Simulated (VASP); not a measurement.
## TiO2: single point with LDA

The system is TiO2.

```
Ti O
1.0
     5.42535    0.00000    0.00000
    -2.71267    4.69849    0.00000
     0.00000    0.00000    5.88207
Ti O
3 6
Direct
  0.45671 0.00000 0.33333
  0.00000 0.45671 0.66667
  0.54329 0.54329 0.00000
  0.40657 0.28042 0.22588
  0.71356 0.12835 0.55921
  0.87165 0.58521 0.89254
  0.28644 0.41479 0.77412
  0.12835 0.71356 0.44079
  0.58521 0.87165 0.10746
```

This cell differs from its parent crystal: atom 4 (O) moved -0.040 Å along Cartesian [1 1 0].

| Item | Value |
| --- | --- |
| Program | VASP 6.6.1 |
| Task | single point |
| Functional | LDA |
| Potentials or basis | VASP PAW LDA potentials, release 64 (Ti_sv, O) |
| Cutoff | 600 eV |
| k mesh | 6 × 6 × 4 |
| Occupations | gaussian, width 0.05 eV |
| Spin | no spin polarisation |

The pressure is 0.6 GPa, the largest force is 0.414 eV/Å and the band gap on the k mesh is 3.64 eV (least direct gap 3.66 eV).

Forces in eV/Å, atoms in the order of the input:
```
Ti  -0.088 -0.043  0.013
Ti   0.009 -0.023 -0.059
Ti  -0.061 -0.232  0.228
O   -0.020  0.351 -0.219
O    0.049 -0.024  0.088
O   -0.007  0.054  0.104
O    0.107 -0.021 -0.017
O   -0.078 -0.061 -0.020
O    0.088 -0.002 -0.117
```

Stress tensor (GPa, compression positive):
```
 0.84 -0.08  0.01
-0.08  0.51  0.34
 0.01  0.34  0.57
```

Levels at points of the mesh, in eV from the valence-band top:
| k point | band 32 | band 33 | band 34 | band 35 | band 36 | band 37 | band 38 | band 39 | band 40 | band 41 |
| --- | --- | --- | --- | --- | --- | --- | --- | --- | --- | --- |
| (0.00, 0.00, 0.00) | -0.87 | -0.84 | -0.47 | -0.33 | -0.31 | 3.78 | 4.28 | 4.29 | 4.62 | 4.68 |
| (0.50, 0.00, 0.00) | -0.84 | -0.78 | -0.75 | -0.24 | 0.00 | 3.93 | 3.96 | 4.24 | 4.91 | 5.40 |
| (0.00, 0.50, 0.00) | -0.81 | -0.78 | -0.75 | -0.23 | -0.01 | 3.91 | 3.94 | 4.25 | 4.92 | 5.41 |
| (0.50, 0.50, 0.00) | -0.83 | -0.77 | -0.74 | -0.22 | -0.01 | 3.93 | 3.97 | 4.24 | 4.86 | 5.43 |
| (0.00, 0.00, 0.50) | -0.99 | -0.72 | -0.08 | -0.07 | -0.02 | 3.64 | 4.04 | 4.08 | 4.52 | 4.59 |
| (0.50, 0.00, 0.50) | -0.84 | -0.74 | -0.41 | -0.28 | -0.25 | 4.26 | 4.45 | 4.49 | 4.91 | 4.96 |
| (0.00, 0.50, 0.50) | -0.82 | -0.74 | -0.42 | -0.28 | -0.28 | 4.25 | 4.41 | 4.50 | 4.93 | 4.95 |
| (0.50, 0.50, 0.50) | -0.83 | -0.75 | -0.42 | -0.28 | -0.26 | 4.27 | 4.46 | 4.47 | 4.87 | 4.98 |

It took 16 min on 1 thread of Intel(R) Xeon(R) Platinum 8259CL CPU @ 2.50GHz (Skylake/Cascade Lake), with other jobs on the host, peak memory 0.59 GiB.

Caveat: the cell differs from its parent crystal (atom 4 (O) moved -0.040 Å along Cartesian [1 1 0]). A k mesh can miss the band edges.
